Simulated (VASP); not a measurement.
# Si6As (Immm) in VASP: notebook

Runs on Si6As. Level: PBE. Tasks: single point, relaxation of cell and atoms.

All numbers are computed with VASP 6.6.1; they aren't measurements. Logs are shortened: lines on timing, memory, paths and dates and some standing lists are left out, and cuts for length are marked.

## Step 1: The cell of the first run

Symmetry: Immm, No. 71, orthorhombic system. The conventional cell has a = 4.902 Å, b = 7.331 Å, c = 7.345 Å, α = 90.00°, β = 90.00°, γ = 90.00°. Si (site symmetry m) has 4 Si at 2.38 to 2.53 Å and 1 As at 2.68 Å within 3.1 Å. Si (site symmetry mmm) has 4 Si at 2.38 Å within 3.1 Å. Within 3.2 Å of Si (site symmetry mmm) lie 2 As at 2.45 Å and 4 Si at 2.53 Å. As (site symmetry mmm) has 6 Si at 2.45 to 2.68 Å within 3.2 Å.

The cell was built from a structure type or drawn by symmetry, and may not be a known phase.

## Step 2: Single point, PBE

INCAR reads:

```
  ALGO = Normal
  EDIFF = 1E-6
  ENCUT = 520
  GGA = PE
  ISIF = 2
  ISMEAR = 0
  LASPH = True
  LCHARG = False
  LREAL = False
  LWAVE = False
  NBANDS = 24
  NELM = 80
  PREC = Accurate
  SIGMA = 0.2
```

KPOINTS reads:

```
k-points
0
Gamma
  4 4 4
```

POSCAR reads:

```
Si6As
1.0
   -3.6656520642      3.6725693935      2.4510281115
    3.6656520642     -3.6725693935      2.4510281115
    3.6656520642      3.6725693935     -2.4510281115
Si As
6 1
Direct
    0.7778845403      0.2364452763      0.0143298167
    0.2221154597      0.2364452763      0.4585607360
    0.2221154597      0.7635547237      0.9856701833
    0.7778845403      0.7635547237      0.5414392640
    0.0000000000      0.0000000000      0.0000000000
    0.0000000000      0.5000000000      0.5000000000
    0.5000000000      0.0000000000      0.5000000000
```

Potentials or basis: VASP PAW PBE potentials, release 64 (Si, As).

Started as:

```sh
$ cat potpaw_PBE.64/Si/POTCAR potpaw_PBE.64/As/POTCAR > POTCAR
$ mpirun -np 1 vasp_std > vasp.out
```

OUTCAR:

```text
EDIFF = 1E-6
   ENCUT = 520
   GGA = PE
   ISIF = 2
   ISMEAR = 0
   LASPH = True
   LREAL = False
   NELM = 80
   PREC = Accurate

 ion  position               nearest neighbor table
   1  0.778  0.236  0.014-   5 2.38   3 2.49   3 2.49   6 2.53   7 2.68
   2  0.222  0.236  0.459-   5 2.38   4 2.49   4 2.49   6 2.53   7 2.68
   3  0.222  0.764  0.986-   5 2.38   1 2.49   1 2.49   6 2.53   7 2.68
   4  0.778  0.764  0.541-   5 2.38   2 2.49   2 2.49   6 2.53   7 2.68
   5  0.000  0.000  0.000-   2 2.38   4 2.38   3 2.38   1 2.38
   6  0.000  0.500  0.500-   7 2.45   7 2.45   1 2.53   3 2.53   2 2.53   4 2.53
   7  0.500  0.000  0.500-   6 2.45   6 2.45   2 2.68   4 2.68   3 2.68   1 2.68

  LATTYP: Found a body centered orthorhombic cell.
 ALAT       =     4.9020562230
 B/A-ratio  =     1.4955569245
 C/A-ratio  =     1.4983791399

  Lattice vectors:

 A1 = (   3.6656520642,  -3.6725693935,   2.4510281115)
 A2 = (  -3.6656520642,  -3.6725693935,  -2.4510281115)
 A3 = (   3.6656520642,   3.6725693935,  -2.4510281115)

Analysis of symmetry for initial positions (statically):
=====================================================================
 Subroutine PRICEL returns:
 Original cell was already a primitive cell.

 Routine SETGRP: Setting up the symmetry group for a
 body centered orthorhombic supercell.

 Subroutine GETGRP returns: Found  8 space group operations
 (whereof  8 operations were pure point group operations)
 out of a pool of  8 trial point group operations.

The static configuration has the point symmetry D_2h.

Analysis of symmetry for dynamics (positions and initial velocities):
=====================================================================
 Subroutine PRICEL returns:
 Original cell was already a primitive cell.

 Routine SETGRP: Setting up the symmetry group for a
 body centered orthorhombic supercell.

 Subroutine GETGRP returns: Found  8 space group operations
 (whereof  8 operations were pure point group operations)
 out of a pool of  8 trial point group operations.

The dynamic configuration has the point symmetry D_2h.

 Subroutine INISYM returns: Found  8 space group operations
 (whereof  8 operations are pure point group operations),
 and found     1 'primitive' translations

----------------------------------------------------------------------------------------

                                     Primitive cell

  volume of cell :     131.9865

  direct lattice vectors                    reciprocal lattice vectors
    -3.665652064  3.672569393  2.451028111     0.000000000  0.136144466  0.203996028
     3.665652064 -3.672569393  2.451028111     0.136401380  0.000000000  0.203996028
     3.665652064  3.672569393 -2.451028111     0.136401380  0.136144466  0.000000000

  length of vectors
     5.738667947  5.738667947  5.738667947     0.245254348  0.245397058  0.192719102

  position of ions in fractional coordinates (direct lattice)
     0.777884540  0.236445276  0.014329817
     0.222115460  0.236445276  0.458560736
     0.222115460  0.763554724  0.985670183
     0.777884540  0.763554724  0.541439264
     0.000000000  0.000000000  0.000000000
     0.000000000  0.500000000  0.500000000
     0.500000000  0.000000000  0.500000000

  ion indices of the primitive-cell ions
   primitive index   ion index
                 1           1
                 2           2
                 3           3
                 4           4
                 5           5
                 6           6
                 7           7

----------------------------------------------------------------------------------------

 KPOINTS: k-points

Automatic generation of k-mesh.
 Grid dimensions read from file:
 generate k-points for:    4    4    4

 Generating k-lattice:

  Cartesian coordinates                     Fractional coordinates (reciprocal lattice)
     0.000000000  0.034036117  0.050999007     0.250000000  0.000000000 -0.000000000
     0.034100345  0.000000000  0.050999007     0.000000000  0.250000000  0.000000000
     0.034100345  0.034036117  0.000000000    -0.000000000  0.000000000  0.250000000

  Length of vectors
     0.061313587  0.061349264  0.048179775

  Shift w.r.t. Gamma in fractional coordinates (k-lattice)
     0.000000000  0.000000000  0.000000000

 Subroutine IBZKPT returns following result:
 ===========================================

 Found     18 irreducible k-points:

 Following reciprocal coordinates:
            Coordinates               Weight
  0.000000  0.000000  0.000000      1.000000
  0.250000  0.000000 -0.000000      4.000000
  0.500000  0.000000 -0.000000      2.000000
  0.000000  0.250000  0.000000      4.000000
  0.250000  0.250000  0.000000      8.000000
  0.500000  0.250000 -0.000000      8.000000
[... 10 lines left out ...]
 -0.250000 -0.250000  0.250000      2.000000
  0.500000  0.500000  0.500000      1.000000
   k-points           NKPTS =     18   k-points in BZ     NKDIM =     18   number of bands    NBANDS=     24
   number of dos      NEDOS =    301   number of ions     NIONS =      7
   total plane-waves  NPLWV = 110592
   dimension x,y,z NGX =    48 NGY =   48 NGZ =   48
   dimension x,y,z NGXF=    96 NGYF=   96 NGZF=   96
   ions per type =               6   1
   NGX,Y,Z   is equivalent  to a cutoff of  13.91, 13.91, 13.91 a.u.
   NGXF,Y,Z  is equivalent  to a cutoff of  27.81, 27.81, 27.81 a.u.
 SYSTEM =  unknown system
   PREC   = accura    normal or accurate (medium, high low for compatibility)
   ISTART =      0    job   : 0-new  1-cont  2-samecut
   ICHARG =      2    charge: 1-file 2-atom 10-const
   ISPIN  =      1    spin polarized calculation?
   LNONCOLLINEAR =      F non collinear calculations
   LSORBIT =      F    spin-orbit coupling
   LASPH  =      T    aspherical Exc in radial PAW
   ENCUT  =  520.0 eV  38.22 Ry    6.18 a.u.  10.67 10.67 10.67*2*pi/ulx,y,z
   NELM   =     80;   NELMIN=  2; NELMDL= -5     # of ELM steps
   EDIFF  = 0.1E-05   stopping-criterion for ELM
   LREAL  =      F    real-space projection
   EDIFFG = 0.1E-04   stopping-criterion for IOM
   NSW    =      0    number of steps for IOM
   IBRION =     -1    ionic relax: 0-MD 1-quasi-New 2-CG
   NFREE  =      0    steps in history (QN), initial steepest desc. (CG)
   ISIF   =      2    stress and relaxation
   ISYM   =      2    0-nonsym 1-usesym 2-fastsym
   POTIM  = 0.5000    time-step for ionic-motion
   TEBEG  =    0.0;   TEEND  =   0.0 temperature during run
   PSTRESS=    0.0 pullay stress
   NELECT =      29.0000    total number of electrons
   NUPDOWN=      -1.0000    fix difference up-down
   EMIN   =  10.00;   EMAX   =-10.00  energy-range for DOS
   EFERMI =   0.00;   METHOD = LEGACY
   ISMEAR =     0;   SIGMA  =   0.20  broadening in eV -4-tet -1-fermi 0-gaus
   EFERMI_NEDOS =   21; number of points for ismear=-14 and -15
   IALGO  =     38    algorithm
   IMIX   =      4    mixing-type and parameters
     AMIX     =   0.40;   BMIX     =  1.00
     AMIX_MAG =   1.60;   BMIX_MAG =  1.00
  volume/ion in A,a.u.               =      18.86       127.24
  Fermi-wavevector in a.u.,A,eV,Ry     =   0.987865  1.866794 13.277619  0.975877
  Thomas-Fermi vector in A             =   2.119350
   LORBIT       =      0    0 simple, 1 ext, 2 COOP (PROOUT), +10 PAW based schemes
   GGA     = PE    functional components
   LHFCALC =     F    Hartree Fock is set to
   AEXX    =    0.0000 exact exchange contribution
   IVDW    =     0    specifies the selected vdW correction
   LEPSILON=     F    determine dielectric tensor
   LRPA    =     F    only Hartree local field effects (RPA)
 non-spin polarized calculation
 Gauss-broadening in eV      SIGMA  =   0.20
  energy-cutoff  :      520.00
  volume of cell :      131.99
 maximum number of plane-waves:      3582
 NGX is ok and might be reduce to    48
   NGX = 21   NGY = 21   NGZ = 21

 number of electron      29.0000000 magnetization

 Free energy of the ion-electron system (eV)
  ---------------------------------------------------
  ext. energy  EPLUGINS =         0.00000000
  ---------------------------------------------------
  free energy    TOTEN  =       -34.29438530 eV

  energy without entropy =      -34.23592560  energy(sigma->0) =      -34.26515545

 E-fermi :   6.5731     XC(G=0):  -9.9319

 val. band max:        6.4887127518   @ k =   0.2500   0.2500   0.2500
 cond. band min:       6.5750297971   @ k =   0.2500   0.2500   0.0000
 fundamental gap:      0.0863170453
 Fermi energy:         6.5731116468

 k-point     1 :       0.0000    0.0000    0.0000
  band No.  band energies     occupation
      1      -6.9981      2.00000
      2      -2.9641      2.00000
      3      -2.0491      2.00000
      4      -0.4737      2.00000
      5      -0.1418      2.00000
      6      -0.0801      2.00000
[... 16 lines left out ...]
     23      13.2533      0.00000
     24      13.2823      0.00000

 k-point     2 :       0.2500    0.0000   -0.0000
  band No.  band energies     occupation
      1      -6.5557      2.00000
      2      -3.4717      2.00000
      3      -2.2091      2.00000
      4      -1.5914      2.00000
      5      -0.5931      2.00000
      6      -0.4805      2.00000
[... 16 lines left out ...]
     23      12.0532      0.00000
     24      12.3171      0.00000

 k-point     3 :       0.5000    0.0000   -0.0000
  band No.  band energies     occupation
      1      -5.6660      2.00000
      2      -4.6318      2.00000
      3      -2.1510      2.00000
      4      -2.0728      2.00000
      5      -1.3009      2.00000
      6      -1.1812      2.00000
[... 16 lines left out ...]
     23      11.5404      0.00000
     24      11.7692      0.00000
[... 352 lines left out ...]
 k-point    17 :      -0.2500   -0.2500    0.2500
  band No.  band energies     occupation
      1      -5.8598      2.00000
      2      -4.0694      2.00000
      3      -2.4087      2.00000
      4      -2.2870      2.00000
      5      -1.7637      2.00000
      6      -0.5925      2.00000
[... 16 lines left out ...]
     23      10.7097      0.00000
     24      10.8887      0.00000

 k-point    18 :       0.5000    0.5000    0.5000
  band No.  band energies     occupation
      1      -5.9684      2.00000
      2      -3.7685      2.00000
      3      -3.6739      2.00000
      4      -3.1436      2.00000
      5      -0.4181      2.00000
      6       0.2773      2.00000
[... 16 lines left out ...]
     23       8.8962      0.00000
     24      12.1404      0.00000

------------------------ aborting loop because EDIFF is reached ----------------------------------------

  FORCE on cell =-STRESS in cart. coord.  units (eV):
  Direction    XX          YY          ZZ          XY          YZ          ZX
  --------------------------------------------------------------------------------------
  -------------------------------------------------------------------------------------
  Total        0.0027753     -0.0751865     -0.0222981      0.0000000      0.0000000      0.0000000
  in kB        0.0336888     -0.9126848     -0.2706756      0.0000000      0.0000000      0.0000000
  external PRESSURE =      -0.3832239 kB  Pullay stress =       0.0000000 kB

 VOLUME and BASIS-vectors are now :
 -----------------------------------------------------------------------------
  energy-cutoff  :      520.00
  volume of cell :      131.99
      direct lattice vectors                 reciprocal lattice vectors
    -3.665652064  3.672569393  2.451028111     0.000000000  0.136144466  0.203996028
     3.665652064 -3.672569393  2.451028111     0.136401380  0.000000000  0.203996028
     3.665652064  3.672569393 -2.451028111     0.136401380  0.136144466  0.000000000

 POSITION                                       TOTAL-FORCE (eV/Angst)
 -----------------------------------------------------------------------------------
     -1.93220      2.04110      2.45103        -0.006416      0.009992     -0.000000
      1.73345      1.63147     -0.00000        -0.006416     -0.009992      0.000000
      5.59785      1.63147      0.00000         0.006416     -0.009992      0.000000
      1.93220      2.04110      2.45103         0.006416      0.009992     -0.000000
      0.00000      0.00000      0.00000        -0.000000     -0.000000      0.000000
      3.66565      0.00000      0.00000        -0.000000     -0.000000      0.000000
      0.00000      3.67257      0.00000         0.000000     -0.000000      0.000000
 -----------------------------------------------------------------------------------
    total drift:                                0.000000     -0.000000      0.000000

  FREE ENERGIE OF THE ION-ELECTRON SYSTEM (eV)
  ---------------------------------------------------
  free  energy   TOTEN  =       -34.2943852956 eV

  energy  without entropy=      -34.2359255999  energy(sigma->0) =      -34.26515545
```

Wall time 38 s (1 thread of AMD EPYC 9R45 (Zen 5), shared host); peak memory 0.29 GiB.

Results:

- Free energy: -34.2944 eV
- Pressure: 0.0 GPa
- Largest force: 0.012 eV/Å
- Band gap on the k mesh: zero (an odd number of electrons rules out a gap without spin polarisation)

Forces in eV/Å, atoms in the order of the input:
```
Si  -0.006  0.010  0.000
Si  -0.006 -0.010  0.000
Si   0.006 -0.010  0.000
Si   0.006  0.010  0.000
Si   0.000  0.000  0.000
Si   0.000  0.000  0.000
As   0.000  0.000  0.000
```

Stress tensor (GPa, compression positive):
```
 0.00  0.00  0.00
 0.00 -0.09  0.00
 0.00  0.00 -0.03
```

Levels at points of the mesh, in eV from the Fermi level:
| k point | band 13 | band 14 | band 15 | band 16 | band 17 | band 18 |
| --- | --- | --- | --- | --- | --- | --- |
| (0.00, 0.00, 0.00) | -2.14 | -2.09 | -0.77 | 1.36 | 1.91 | 3.21 |
| (0.50, 0.00, 0.00) | -1.61 | 0.08 | 0.54 | 1.01 | 1.20 | 1.82 |
| (0.00, 0.50, 0.00) | -1.71 | 0.20 | 0.57 | 0.95 | 1.02 | 2.13 |
| (0.50, 0.50, 0.00) | -1.68 | -1.32 | -1.21 | 0.78 | 0.91 | 1.33 |
| (0.50, 0.50, 0.50) | -1.09 | -0.92 | -0.41 | 0.16 | 0.52 | 0.62 |

Caveat: the k points lie up to 0.39 Å⁻¹ apart, too coarse for converged energies and pressures of a metal.

## Step 3: Relaxation of cell and atoms, PBE

This run uses another cell than the first one, of 20.17 Å³/atom.

INCAR reads:

```
PREC = Accurate
ENCUT = 600
EDIFF = 1E-6
ISMEAR = 0
SIGMA = 0.2
LREAL = False
LASPH = True
NELM = 100
ALGO = Normal
ISIF = 3
LWAVE = False
LCHARG = False
GGA = PE
IBRION = 2
NSW = 36
EDIFFG = -0.08
```

KPOINTS reads:

```
regular mesh
0
Gamma
  4 4 4
```

POSCAR reads:

```
Si6As
1.0
   -2.9589922400      3.1622901000      3.7725578300
    2.9589922400     -3.1622901000      3.7725578300
    2.9589922400      3.1622901000     -3.7725578300
Si As
6 1
Direct
    0.7576494800      0.2510819200      0.0087314000
    0.2423505200      0.2510819200      0.4934324300
    0.2423505200      0.7489180800      0.9912686000
    0.7576494800      0.7489180800      0.5065675700
    0.0000000000      0.0000000000      0.0000000000
    0.0000000000      0.5000000000      0.5000000000
    0.5000000000      0.0000000000      0.5000000000
```

Potentials or basis: VASP PAW PBE potentials, release 64 (Si, As).

Started as:

```sh
$ cat potpaw_PBE.64/Si/POTCAR potpaw_PBE.64/As/POTCAR > POTCAR
$ mpirun -np 1 vasp_std > vasp.out
```

Run time: 9.4 min. Hardware: 1 thread of AMD EPYC 9R45 (Zen 5), shared host; peak memory 0.34 GiB.

Results (log left out):

- Free energy: -34.2913 eV
- Relaxed volume: 18.86 Å³/atom
- Relaxed cell: a = 5.735 Å, b = 5.735 Å, c = 5.735 Å, α = 100.69°, β = 100.51°, γ = 129.21°
- Space group after relaxing (to 0.1 Å): Immm (No. 71)
- Pressure after relaxing: -0.1 GPa
- Largest force after relaxing: 0.028 eV/Å
- Band gap on the k mesh: zero (an odd number of electrons rules out a gap without spin polarisation)

Forces on the atoms (eV/Å):
```
Si   0.003  0.028  0.000
Si   0.003 -0.028  0.000
Si  -0.003 -0.028  0.000
Si  -0.003  0.028  0.000
Si   0.000  0.000  0.000
Si   0.000  0.000  0.000
As   0.000  0.000  0.000
```

Stress tensor (GPa, compression positive):
```
 0.11  0.00  0.00
 0.00 -0.04  0.00
 0.00  0.00 -0.52
```

Final structure:
```cif
data_structure
_symmetry_space_group_name_H-M 'P 1'
_symmetry_Int_Tables_number 1
_cell_length_a 5.7353
_cell_length_b 5.7353
_cell_length_c 5.7353
_cell_angle_alpha 100.686
_cell_angle_beta 100.510
_cell_angle_gamma 129.210
_cell_volume 132.05
loop_
_atom_site_label
_atom_site_type_symbol
_atom_site_fract_x
_atom_site_fract_y
_atom_site_fract_z
_atom_site_occupancy
Si1 Si 0.77719 0.23655 0.01374 1
Si2 Si 0.22281 0.23655 0.45936 1
Si3 Si 0.22281 0.76345 0.98626 1
Si4 Si 0.77719 0.76345 0.54064 1
Si5 Si 0.00000 0.00000 0.00000 1
Si6 Si 0.00000 0.50000 0.50000 1
As1 As 0.50000 0.00000 0.50000 1
```

Levels at points of the mesh, in eV from the Fermi level:
```tsv
k point	band 13	band 14	band 15	band 16	band 17	band 18
(0.00, 0.00, 0.00)	-2.13	-2.07	-0.77	1.39	1.89	3.21
(0.50, 0.00, 0.00)	-1.58	0.05	0.56	0.99	1.21	1.84
(0.00, 0.50, 0.00)	-1.69	0.16	0.59	0.90	1.06	2.14
(0.50, 0.50, 0.00)	-1.71	-1.28	-1.23	0.79	0.94	1.34
(0.50, 0.50, 0.50)	-1.11	-0.87	-0.38	0.19	0.54	0.72
```
